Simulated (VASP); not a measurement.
Wanted: the native input for a VASP 6.6.1 run.

```yaml
Task: relaxation of cell and atoms
Functional: LDA
Potentials_or_basis: VASP PAW LDA potentials, release 64 (I)
Cutoff: 600 eV
k_mesh: 16 × 16 × 9
Occupations: fermi-dirac, width 0.05 eV
Spin: no spin polarisation
Target_pressure: 290 GPa
Dipole_correction: no
Further_INCAR_settings: ALGO = Normal; EDIFF = 1e-06; IBRION = 2; EDIFFG = -0.005; NSW = 32; ISIF = 3
```

The structure of I lies in POSCAR:

```
I
1.0
    2.5881643256      0.0000000000      0.0000000000
   -1.2940821628      2.2414160551      0.0000000000
    0.0000000000      0.0000000000      4.3748160164
I
2
Direct
    0.3333333333      0.6666666667      0.2500000000
    0.6666666667      0.3333333333      0.7500000000
```

The input as run:

INCAR

```
SYSTEM = I
  PREC = Accurate
  ENCUT = 600
  EDIFF = 1E-6
  ISMEAR = -1
  SIGMA = 0.05
  LREAL = .FALSE.
  LASPH = .TRUE.
  NELM = 80
  ALGO = Normal
  ISIF = 3
  LWAVE = .FALSE.
  LCHARG = .FALSE.
  GGA = CA
  IBRION = 2
  NSW = 32
  EDIFFG = -0.005
  PSTRESS = 2900.0
```

KPOINTS

```
Automatic mesh
0
G
  16 16 9
  0 0 0
```

Potentials or basis: VASP PAW LDA potentials, release 64 (I).

Run with:

```console
$ cat potpaw_LDA.64/I/POTCAR > POTCAR
$ mpirun -np 1 vasp_std > vasp.out
```

It gave:

```yaml
Relaxed_volume: 12.70 Å³/atom
Relaxed_cell: a = 2.588 Å, b = 2.588 Å, c = 4.377 Å, α = 90.00°, β = 90.00°, γ = 120.00°
Space_group_after_relaxing_to_0.05_Å: P6_3/mmc (No. 194)
Energy_change_on_relaxing_the_enthalpy_is_what_falls: -13.0 meV/atom
Ionic_steps: 7
Pressure_after_relaxing: 290.0 GPa
Band_gap_on_the_k_mesh: zero (band 7 reaches 30.81 eV, above the bottom of band 8 at 19.02 eV)
```

Caveat: the cell is relaxed towards a set pressure, so the enthalpy falls and the energy may rise; spin-orbit coupling is left out, which moves the levels of the heavy elements.

Wall time 41 s on 1 thread of Intel(R) Xeon(R) 6975P-C (Granite Rapids), with other jobs on the host, peak memory 0.17 GiB.
